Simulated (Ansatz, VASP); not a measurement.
## Se: VASP beside Ansatz

File POSCAR:

```
Se
1.0
    4.3662000000      0.0000000000      0.0000000000
   -2.1831000000      3.7812401180      0.0000000000
    0.0000000000      0.0000000000      4.9536000000
Se
3
Direct
    0.7746000000      0.7746000000      0.0000000000
    0.0000000000      0.2254000000      0.6666666667
    0.2254000000      0.0000000000      0.3333333333
```

INCAR.step1

```
PREC = Accurate ; ENCUT = 520
EDIFF = 1E-5 ; ISMEAR = -1
SIGMA = 0.05 ; LREAL = F
LASPH = T ; NELM = 80
ALGO = Normal ; ISIF = 2
LWAVE = T ; LCHARG = F
NBANDS = 16 ; GGA = PE
```

The input INCAR.step2:

```
PREC = Accurate ; ENCUT = 520
EDIFF = 1E-6 ; ISMEAR = -1
SIGMA = 0.05 ; LREAL = F
LASPH = T ; NELM = 80
ALGO = Normal ; ISIF = 2
LWAVE = F ; LCHARG = F
GGA = PE ; LHFCALC = T
AEXX = 0.15 ; HFSCREEN = 0.2078699
PRECFOCK = Normal ; NBANDS = 16
ISTART = 1
```

File KPOINTS:

```
regular mesh
0
Gamma
  4 4 3
```

The input input.yaml:

```yaml
crystal:
  lattice:
    - [4.3662, 0.0, 0.0]
    - [-2.1831, 3.781240118, 0.0]
    - [0.0, 0.0, 4.9536]
  atoms:
    - { symbol: Se, position: [0.7746, 0.7746, 0.0] }
    - { symbol: Se, position: [0.0, 0.2254, 0.6666666667] }
    - { symbol: Se, position: [0.2254, 0.0, 0.3333333333] }
hamiltonian:
  xc:
    exchange: pbe
    correlation: pbe
    exx: { coeff: 0.15, omega: 0.2078699 }
  pseudopotentials: { kind: paw }
kpoints:
  mp_grid: { grid: [4, 4, 3] }
scf:
  occupations: { method: fermi_dirac, width: 0.05 }
output:
  forces: true
  stress: true
  eigenvalues: true
```

Alike in both runs: task single point; functional PBE-based screened hybrid; k mesh 4 × 4 × 3; occupations fermi-dirac, width 0.05 eV; no spin polarisation.

|  | VASP | Ansatz |
| --- | --- | --- |
| version | VASP 6.6.1 | Ansatz 0.2.0 |
| potentials or method | VASP PAW PBE potentials, release 64 (Se) | Ansatz PAW |
| plane-wave cutoff (eV) | 520 | 420 |
| valence electrons in the cell | 18 | 48 |

```tsv
	VASP	Ansatz	Ansatz less VASP
gap on the k mesh at the Fermi level (eV)	2.07	2.07	-0.004
least direct gap on the mesh (eV)	2.46	2.47	+0.007
pressure (GPa)	1.5	1.5	+0.06
traceless stress, the component that is largest in VASP (GPa)	0.14	0.18	+0.044
rms of the force components (eV/Å)	0.020	0.025	+0.0045
```

VASP's potentials were made for PBE, not for PBE-based screened hybrid. Atom by atom the forces differ by 0.004 eV/Å (rms over components). VASP's potentials hold 18 valence electrons a cell and Ansatz's 48, so a difference there can come from the potentials and not from the codes.

The k mesh is coarse, so the values compare programs but aren't converged. Noted on Ansatz's run: odd divisions of the mesh miss points on the zone boundary, where band edges often lie, so the gap on the mesh can be too wide.
